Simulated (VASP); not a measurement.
Cu3Sb4O12: single point with LDA

The system is Cu3Sb4O12.

```
Cu Sb O
1.0
     7.69937    0.00000    0.00000
     0.00000    7.69937    0.00000
     0.00000    0.00000    7.69937
Cu Sb O
6 8 24
Cartesian
  0.0388 0.1523 3.7355
  -0.0711 3.7945 -0.2189
  3.7422 -0.3609 0.3154
  4.0006 3.7941 -0.2411
  3.8237 0.0103 4.0771
  -0.3587 4.1586 3.9691
  1.9949 1.7955 1.8318
  1.9963 5.5046 2.1145
  1.8661 2.1423 5.7402
  5.8367 1.7210 1.8434
  5.7488 6.0777 5.7908
  5.7591 1.9944 5.7051
  5.8314 5.6155 2.0061
  1.9161 5.9017 5.8060
  2.5269 6.4515 3.8622
  1.4275 5.7101 0.0710
  2.3788 1.4260 3.8290
  -0.1913 1.5749 5.1242
  6.3194 3.7140 2.3362
  2.3655 -0.1651 1.6839
  0.1031 1.3494 2.2225
  5.5023 -0.2006 1.2794
  1.3732 2.3852 -0.1079
  3.7745 2.5012 6.2920
  1.4808 3.6975 2.4797
  3.9481 1.8320 1.1535
  6.0650 2.4691 -0.0457
  5.3994 1.4925 3.6317
  6.2547 5.2037 0.0345
  3.9934 5.0028 1.6619
  2.6003 0.2502 6.0740
  6.1473 4.0089 5.5645
  3.8435 5.4400 6.4814
  1.3109 3.9700 5.1834
  5.5583 6.5002 3.7732
  0.0229 6.1447 2.4037
  5.3098 0.2070 6.2252
  -0.1925 6.3679 5.1226
```

| Quantity | Value |
| --- | --- |
| Program | VASP 6.6.1 |
| Task | single point |
| Functional | LDA |
| Potentials or basis | VASP PAW LDA potentials, release 64 (Cu, Sb, O) |
| Cutoff | 520 eV |
| k mesh | 1 × 1 × 1 |
| Occupations | fermi-dirac, width 0.05 eV |
| Spin | no spin polarisation |
| Dipole correction | no |
| Further INCAR settings | LREAL = Auto; ALGO = Normal; EDIFF = 1e-06; NBANDS = 150 |

| Quantity | Value |
| --- | --- |
| Pressure | -5.7 GPa |
| Largest force | 3.945 eV/Å |

Forces in eV/Å, atoms in the order of the input:
```
Cu  -0.335 -1.057  0.100
Cu  -0.323  0.636  0.622
Cu   0.172  0.865 -0.704
Cu   0.782  1.307  2.682
Cu   1.007  1.494 -0.602
Cu   0.785 -0.478 -0.152
Sb   0.616  0.191  0.606
Sb  -0.202  2.531 -1.692
Sb   0.592 -2.179 -2.014
Sb   0.525  0.688 -2.601
Sb  -0.765 -2.432  1.410
Sb  -1.757  1.688 -0.067
Sb   0.797  0.838 -1.768
Sb  -0.402  1.041  0.680
O   -1.427 -2.523  1.010
O    0.143 -1.413 -0.453
O   -0.173  0.633  0.160
O    3.282 -0.085  0.061
O    0.055 -0.137  0.539
O    0.310 -0.283 -0.727
O   -0.840 -0.084 -0.103
O   -0.178 -0.374  0.363
O   -0.653  0.675  1.243
O    0.075 -0.756 -2.443
O    0.280 -0.809 -0.467
O   -1.245  1.195  0.351
O    0.804 -0.048 -0.092
O   -1.579 -0.423  3.591
O   -0.114  0.443 -0.418
O   -1.696 -0.082 -0.590
O   -0.978 -1.511  0.424
O    0.099  0.007 -1.216
O   -0.084  0.946 -0.698
O    0.127  1.069  0.609
O   -1.970 -0.400  1.009
O    1.079 -0.383  0.754
O   -0.616 -0.944  0.193
O    3.807  0.154  0.398
```

Stress tensor (GPa, compression positive):
```
-4.69  0.87 -1.23
 0.87 -6.45 -0.27
-1.23 -0.27 -5.93
```

Levels at points of the mesh, in eV from the Fermi level:
| k point | band 122 | band 123 | band 124 | band 125 | band 126 | band 127 |
| --- | --- | --- | --- | --- | --- | --- |
| (0.00, 0.00, 0.00) | -0.21 | -0.14 | -0.09 | 0.01 | 0.02 | 0.03 |

Wall time 5.2 min on 1 thread of AMD EPYC 7R43 64-Core Processor (Zen 3), with other jobs on the host, peak memory 0.33 GiB.

Caveat: the k points lie up to 0.82 Å⁻¹ apart; the atoms stand as in a frame of molecular dynamics; spin-orbit coupling is left out, which moves the levels of the heavy elements; forces of over 1 eV/Å act on the atoms, so gaps and moduli don't describe the material at rest.
